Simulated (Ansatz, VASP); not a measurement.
Two plane-wave programs on S

```
S
1.0
     1.63850    0.94599    0.86133
    -1.63850    0.94599    0.86133
     0.00000   -1.89198    0.86133
S
1
Direct
  0.00000 0.00000 0.00000
```

Alike in both runs: task relaxation of cell and atoms; functional PBEsol; k mesh 14 × 14 × 14; occupations fermi-dirac, width 0.1 eV; no spin polarisation.

|  | VASP | Ansatz |
| --- | --- | --- |
| version | VASP 6.6.1 | Ansatz 0.2.0 |
| potentials or method | VASP PAW PBE potentials, release 64 (S), cutoff 500 eV | plane waves, PAW |
| valence electrons in the cell | 6 | 6 |

```csv
,VASP,Ansatz,Ansatz less VASP
relaxed volume (Å³/atom),15.95,16.41,+0.457
relaxed cell length with the largest relative difference (Å),2.532,2.541,+0.0089
```

VASP's potentials were made for PBE, not for PBEsol.

Noted on VASP's run: the volume moved by over 15 % at a fixed basis, so the end points are rough.
